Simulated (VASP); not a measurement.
# NaI (Fm-3m) in VASP: settings compared, part 3 of 3

VASP 6.6.1. The steps go on from the part before.

## 6. Single point, HSE06

Input file POSCAR:

```
NaI
1.0
    0.0000000000      3.2296283248      3.2296283248
    3.2296283248      0.0000000000      3.2296283248
    3.2296283248      3.2296283248      0.0000000000
Na I
1 1
Direct
    0.0000000000      0.0000000000      0.0000000000
    0.5000000000      0.5000000000      0.5000000000
```

Input file INCAR.step1:

```
PREC     = Accurate       # precision mode
ENCUT    = 520            # plane-wave cutoff, eV
EDIFF    = 1E-5           # SCF threshold, eV
ISMEAR   = 0              # smearing method
SIGMA    = 0.01           # smearing width, eV
LREAL    = F              # projectors in reciprocal space
LASPH    = T              # aspherical terms in the spheres
NELM     = 100            # most SCF steps
ALGO     = Normal         # electronic algorithm
ISIF     = 2              # what is computed and relaxed
LWAVE    = T              # write WAVECAR
LCHARG   = F              # write CHGCAR
NBANDS   = 14             # bands
GGA      = PE             # functional
```

Input file INCAR.step2:

```
PREC     = Accurate       # precision mode
ENCUT    = 520            # plane-wave cutoff, eV
EDIFF    = 1E-6           # SCF threshold, eV
ISMEAR   = 0              # smearing method
SIGMA    = 0.01           # smearing width, eV
LREAL    = F              # projectors in reciprocal space
LASPH    = T              # aspherical terms in the spheres
NELM     = 100            # most SCF steps
ALGO     = Normal         # electronic algorithm
ISIF     = 2              # what is computed and relaxed
LWAVE    = F              # write WAVECAR
LCHARG   = F              # write CHGCAR
GGA      = PE             # functional
LHFCALC  = T              # exact exchange
HFSCREEN = 0.2079         # screening, 1/A
PRECFOCK = Normal       
NBANDS   = 14             # bands
ISTART   = 1
```

Input file KPOINTS:

```
Automatic mesh
0
Gamma
  4 4 4
```

Potentials or basis: VASP PAW PBE potentials, release 64 (Na_pv, I).

On the command line:

```bash
cat potpaw_PBE.64/Na_pv/POTCAR potpaw_PBE.64/I/POTCAR > POTCAR
cp INCAR.step1 INCAR
mpirun -np 1 vasp_std > vasp.out
cp INCAR.step2 INCAR
mpirun -np 1 vasp_std > vasp.out
```

OUTCAR:

```text
PREC = Accurate
   ENCUT = 520
   EDIFF = 1E-6
   ISMEAR = 0
   LREAL = F
   LASPH = T
   NELM = 100
   ISIF = 2
   GGA = PE
   LHFCALC = T
   HFSCREEN = 0.2079
   PRECFOCK = Normal
   ISTART = 1

 ion  position               nearest neighbor table
   1  0.000  0.000  0.000-
   2  0.500  0.500  0.500-

  LATTYP: Found a face centered cubic cell.
 ALAT       =     6.4592566496

  Lattice vectors:

 A1 = (   0.0000000000,   3.2296283248,   3.2296283248)
 A2 = (   3.2296283248,   0.0000000000,   3.2296283248)
 A3 = (   3.2296283248,   3.2296283248,   0.0000000000)

Analysis of symmetry for initial positions (statically):
=====================================================================
 Subroutine PRICEL returns:
 Original cell was already a primitive cell.

 Routine SETGRP: Setting up the symmetry group for a
 face centered cubic supercell.

 Subroutine GETGRP returns: Found 48 space group operations
 (whereof 48 operations were pure point group operations)
 out of a pool of 48 trial point group operations.

[... 164 lines left out ...]
      2     -24.6482      2.00000
      3     -24.6482      2.00000
      4     -11.8384      2.00000
      5       0.1397      2.00000
      6       0.1397      2.00000
      7       0.1397      2.00000
      8       4.8109      0.00000
      9       9.1505      0.00000
     10       9.1505      0.00000
     11       9.1505      0.00000
     12      11.1011      0.00000
     13      11.1011      0.00000
     14      11.6771      0.00000
[... 105 lines left out ...]
      1     -24.6511      2.00000
      2     -24.6511      2.00000
      3     -24.6499      2.00000
      4     -11.3755      2.00000
      5      -1.3844      2.00000
      6      -1.3844      2.00000
      7      -0.8507      2.00000
      8       7.0672      0.00000
      9       8.6826      0.00000
     10       8.6826      0.00000
     11       9.2115      0.00000
     12      13.4687      0.00000
     13      13.4687      0.00000
     14      14.2302      0.00000

------------------------ aborting loop because EDIFF is reached ----------------------------------------

  FORCE on cell =-STRESS in cart. coord.  units (eV):
  Direction    XX          YY          ZZ          XY          YZ          ZX
  --------------------------------------------------------------------------------------
  -------------------------------------------------------------------------------------
  Total        0.1141205      0.1141205      0.1141205     -0.0000000      0.0000000      0.0000000
  in kB        2.7138552      2.7138552      2.7138552     -0.0000000      0.0000000      0.0000000
  external PRESSURE =       2.7138552 kB  Pullay stress =       0.0000000 kB

 VOLUME and BASIS-vectors are now :
 -----------------------------------------------------------------------------
  energy-cutoff  :      520.00
  volume of cell :       67.37
      direct lattice vectors                 reciprocal lattice vectors
     0.000000000  3.229628325  3.229628325    -0.154816576  0.154816576  0.154816576
     3.229628325  0.000000000  3.229628325     0.154816576 -0.154816576  0.154816576
     3.229628325  3.229628325  0.000000000     0.154816576  0.154816576 -0.154816576

 POSITION                                       TOTAL-FORCE (eV/Angst)
 -----------------------------------------------------------------------------------
      0.00000      0.00000      0.00000        -0.000000     -0.000000     -0.000000
      3.22963      3.22963      3.22963         0.000000      0.000000      0.000000
 -----------------------------------------------------------------------------------
    total drift:                               -0.000000     -0.000000     -0.000000

  FREE ENERGIE OF THE ION-ELECTRON SYSTEM (eV)
  ---------------------------------------------------
  free  energy   TOTEN  =        -6.2553175554 eV

  energy  without entropy=       -6.2553175554  energy(sigma->0) =       -6.25531756
```

OUTCAR.step1:

```text
PREC = Accurate
   ENCUT = 520
   EDIFF = 1E-5
   ISMEAR = 0
   LREAL = F
   LASPH = T
[... 338 lines left out ...]
 -----------------------------------------------------------------------------------
      0.00000      0.00000      0.00000        -0.000000      0.000000      0.000000
      3.22963      3.22963      3.22963         0.000000     -0.000000     -0.000000
 -----------------------------------------------------------------------------------
    total drift:                                0.000000      0.000000      0.000000

  FREE ENERGIE OF THE ION-ELECTRON SYSTEM (eV)
  ---------------------------------------------------
  free  energy   TOTEN  =        -5.3779358229 eV

  energy  without entropy=       -5.3779358229  energy(sigma->0) =       -5.37793582
```

Run time: 7.1 min. Hardware: 1 thread of Intel Xeon Platinum 8259CL at 2.50GHz (Skylake/Cascade Lake), shared host; peak memory 0.31 GiB.

Results:

* Free energy: -6.2553 eV
* Pressure: 0.3 GPa
* Band gap on the k mesh: 4.67 eV, direct

Caveat: the k points lie up to 0.42 Å⁻¹ apart; the PAW data sets were made with another functional, which shifts forces and pressure a little; spin-orbit coupling is left out, which moves the levels of the heavy elements.

## 7. Single point, PBE0

POSCAR is that of step 6.

Input file INCAR.step1:

```
SYSTEM = NaI
PREC = Accurate ; ENCUT = 520
EDIFF = 1E-5 ; ISMEAR = 0
SIGMA = 0.01 ; LREAL = .FALSE.
LASPH = .TRUE. ; NELM = 80
ALGO = Normal ; ISIF = 2
LWAVE = .TRUE. ; LCHARG = .FALSE.
NBANDS = 14 ; GGA = PE
```

Input file INCAR.step2:

```
SYSTEM = NaI
PREC = Accurate ; ENCUT = 520
EDIFF = 1E-7 ; ISMEAR = 0
SIGMA = 0.01 ; LREAL = .FALSE.
LASPH = .TRUE. ; NELM = 80
ALGO = Normal ; ISIF = 2
LWAVE = .FALSE. ; LCHARG = .FALSE.
GGA = PE ; LHFCALC = .TRUE.
AEXX = 0.25 ; PRECFOCK = Normal
NBANDS = 14 ; ISTART = 1
```

Input file KPOINTS:

```
Automatic mesh
0
G
  4 4 4
  0 0 0
```

On the command line:

```bash
cat potpaw_PBE.64/Na_pv/POTCAR potpaw_PBE.64/I/POTCAR > POTCAR
cp INCAR.step1 INCAR
mpirun -np 1 vasp_std > vasp.out
cp INCAR.step2 INCAR
mpirun -np 1 vasp_std > vasp.out
```

Run time: 7.8 min. Hardware: 1 thread of Intel Xeon Platinum 8259CL at 2.50GHz (Skylake/Cascade Lake), shared host; peak memory 0.22 GiB.

Results (log left out):

```yaml
Free_energy: -6.7848 eV
Pressure: 0.2 GPa
Band_gap_on_the_k_mesh: 5.37 eV, direct
```

Levels at points of the mesh, in eV from the valence-band top:
| k point | band 4 | band 5 | band 6 | band 7 | band 8 | band 9 | band 10 | band 11 |
| --- | --- | --- | --- | --- | --- | --- | --- | --- |
| (0.00, 0.00, 0.00) | -12.02 | 0.00 | 0.00 | 0.00 | 5.37 | 9.75 | 9.75 | 9.75 |
| (0.50, 0.00, 0.00) | -11.65 | -2.40 | -0.31 | -0.31 | 6.78 | 9.28 | 9.28 | 10.84 |
| (0.50, 0.50, 0.00) | -11.56 | -2.11 | -0.83 | -0.83 | 6.26 | 7.21 | 11.86 | 13.40 |

Caveat: the k points lie up to 0.42 Å⁻¹ apart; the PAW data sets were made with another functional, which shifts forces and pressure a little; spin-orbit coupling is left out, which moves the levels of the heavy elements.

## 8. The runs side by side

```csv
level,k mesh,grid for exact exchange (PRECFOCK),screening parameter,gap on the mesh (eV),pressure (GPa)
PBE,4 × 4 × 4,-,-,3.66,0.6
r2SCAN,4 × 4 × 4,-,-,4.46,0.0
PBE,6 × 6 × 6,-,-,3.66,0.5
HSE06,4 × 4 × 4,Normal,0.2079 1/Å,4.67,0.3
PBE0,4 × 4 × 4,Normal,-,5.37,0.2
```

Alike in all rows: task single point; potentials or basis VASP PAW PBE potentials, release 64 (Na_pv, I); no spin polarisation; cell as given; cutoff (eV) 520; smearing gaussian 0.01 eV.

Caveats: some runs use coarse meshes; spin-orbit coupling is left out, which moves the levels of the heavy elements; the PAW data sets were made with another functional, which shifts forces and pressure a little (some runs).

Absolute energies hang on the potentials; compare differences alone.
